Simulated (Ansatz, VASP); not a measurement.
**Two plane-wave programs on WC**

The input INCAR:

```
PREC = Accurate
ENCUT = 1300
EDIFF = 1E-6
ISMEAR = 0
SIGMA = 0.15
LREAL = F
LASPH = T
NELM = 120
ALGO = Normal
ISIF = 2
LWAVE = F
LCHARG = T
GGA = PS
LELF = T
LVHAR = T
NBANDS = 16
GGA_COMPAT = F
```

The input KPOINTS:

```
regular mesh
0
Gamma
  24 24 24
```

POSCAR

```
WC
1.0
    2.8984136663      0.0000000000      0.0000000000
   -1.4492068332      2.5100998657      0.0000000000
    0.0000000000      0.0000000000      2.8276119040
W C
1 1
Direct
    0.0000000000      0.0000000000      0.0000000000
    0.6666666667      0.3333333333      0.5000000000
```

Input for Ansatz:

```yaml
crystal:
  lattice:
    - [2.8984136663, 0.0, 0.0]
    - [-1.4492068332, 2.5100998657, 0.0]
    - [0.0, 0.0, 2.827611904]
  atoms:
    - { symbol: W, position: [0.0, 0.0, 0.0] }
    - { symbol: C, position: [0.6666666667, 0.3333333333, 0.5] }
basis:
  ecutwfc: 420
kpoints:
  mp_grid: { grid: [24, 24, 24] }
hamiltonian:
  xc: pbesol
scf:
  occupations: { method: gaussian, width: 0.15 }
output:
  forces: true
  stress: true
  eigenvalues: true
  write_density: true
  write_potential: true
  elf: true
  volumetric_format: npy
```

Alike in both runs: task single point; functional PBEsol; k mesh 24 × 24 × 24; occupations gaussian, width 0.15 eV; no spin polarisation.

```csv
,VASP,Ansatz
version,VASP 6.6.1,Ansatz 0.2.0
potentials or method,"VASP PAW PBE potentials, release 64 (W_sv, C_h), cutoff 1300 eV","scalar-relativistic, plane waves, PAW"
valence electrons in the cell,18,18
```

VASP gave:

```
gap on the k mesh at the Fermi level (eV)                     : none
pressure (GPa)                                                : 1.2
traceless stress, the component that is largest in VASP (GPa) : 0.00
```

Question: Estimate Ansatz's values.

Answer: gap on the k mesh at the Fermi level (eV): none; pressure (GPa): 0.0; traceless stress, the component that is largest in VASP (GPa): -0.19.

VASP's potentials were made for PBE, not for PBEsol. A gap of «none» marks a metal or a gap that the smearing closes.

Neither program's run includes spin-orbit coupling.
